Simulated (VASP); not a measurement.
Input of a VASP 6.6.1 run:

Contents of INCAR:

```
SYSTEM = RuS3
  PREC = Accurate
  ENCUT = 600
  EDIFF = 1E-7
  ISMEAR = 0
  SIGMA = 0.1
  LREAL = .False.
  LASPH = .True.
  NELM = 80
  ALGO = Normal
  ISIF = 3
  LWAVE = .False.
  LCHARG = .False.
  GGA = PS
  IBRION = 2
  NSW = 80
  EDIFFG = -0.05
```

File KPOINTS:

```
regular mesh
0
Gamma
  4 6 4
  0 0 0
```

POSCAR

```
RuS3
1.0
    4.8398037987      0.0000000000      0.0170581912
    0.0000000000      3.4269994549      0.0000000000
   -1.1065776451      0.0000000000      8.6500095110
Ru S
2 6
Direct
    0.2838760632      0.7500000000      0.6526329099
    0.7161239368      0.2500000000      0.3473670901
    0.8856724066      0.7500000000      0.1765573089
    0.1143275934      0.2500000000      0.8234426911
    0.2381557420      0.2500000000      0.4466707242
    0.7618442580      0.7500000000      0.5533292758
    0.5294644472      0.2500000000      0.8237465052
    0.4705355528      0.7500000000      0.1762534948
```

Potentials or basis: VASP PAW PBE potentials, release 64 (Ru_pv, S).

Run with:

```bash
$ cat potpaw_PBE.64/Ru_pv/POTCAR potpaw_PBE.64/S/POTCAR > POTCAR
$ mpirun -np 1 vasp_std > vasp.out
```

Q: Predict the space group after relaxing (to 0.1 Å).

A: P2_1/m (No. 11).

Q: Estimate the band gap on the k mesh.

A: Zero (bands 32 and 33 overlap by 0.67 eV).

Q: Estimate the relaxed cell.

A: a = 4.830 Å, b = 3.449 Å, c = 8.481 Å, α = 90.00°, β = 97.23°, γ = 90.00°.

Q: What does it give for the relaxed volume?

A: 17.52 Å³/atom.

Final structure:
```
Ru S
1.0
     4.83026    0.00000    0.01912
     0.00000    3.44861    0.00000
    -1.10026    0.00000    8.40951
Ru S
2 6
Direct
  0.28560 0.75000 0.66039
  0.71440 0.25000 0.33961
  0.89216 0.75000 0.17919
  0.10784 0.25000 0.82081
  0.24253 0.25000 0.46797
  0.75747 0.75000 0.53203
  0.53565 0.25000 0.81923
  0.46435 0.75000 0.18077
```

Caveat: the PAW data sets were made with another functional, which shifts forces and pressure a little; this functional lacks dispersion, which binds the layers, so the pressure and a relaxed spacing across them are unreliable.
